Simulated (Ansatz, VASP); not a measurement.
## CdTe in VASP and in Ansatz

```xyz
8
Lattice="4.8671 0.0000 0.0000 0.0000 4.8671 0.0000 0.0000 0.0000 11.4167" Properties=species:S:1:pos:R:3 pbc="T T T"
Cd    0.7036    2.4335    2.8542
Cd    2.4335    4.1635    5.7083
Cd    2.4335    0.7036    0.0000
Cd    4.1635    2.4335    8.5625
Te    0.0000    2.6146    5.7083
Te    2.2525    0.0000    2.8542
Te    2.6146    0.0000    8.5625
Te    0.0000    2.2525    0.0000
```

Alike in both runs: functional PBE; k mesh 4 × 4 × 2; occupations gaussian, width 0.1 eV; no spin polarisation.

Ansatz relaxed the structure, and its values are those at the end. VASP's run is a single point on that final structure, the one shown.

|  | VASP | Ansatz |
| --- | --- | --- |
| version | VASP 6.6.1 | Ansatz 0.2.0 |
| potentials or method | VASP PAW PBE potentials, release 64 (Cd, Te), cutoff 520 eV | scalar-relativistic, plane waves, PAW |
| valence electrons in the cell | 72 | 144 |

Ansatz gave:

| Quantity | Value |
| --- | --- |
| gap on the k mesh at the Fermi level (eV) | 0.26 |
| least direct gap on the mesh (eV) | 0.35 |
| pressure (GPa) | 0.0 |
| rms of the force components (eV/Å) | 0.001 |

**Question.** Which values does VASP return?

**Answer.** gap on the k mesh at the Fermi level (eV): 0.25; least direct gap on the mesh (eV): 0.34; pressure (GPa): 0.2; rms of the force components (eV/Å): 0.006.

VASP's potentials hold 72 valence electrons a cell and Ansatz's 144, so a difference there can come from the potentials and not from the codes.

Neither program's run includes spin-orbit coupling.
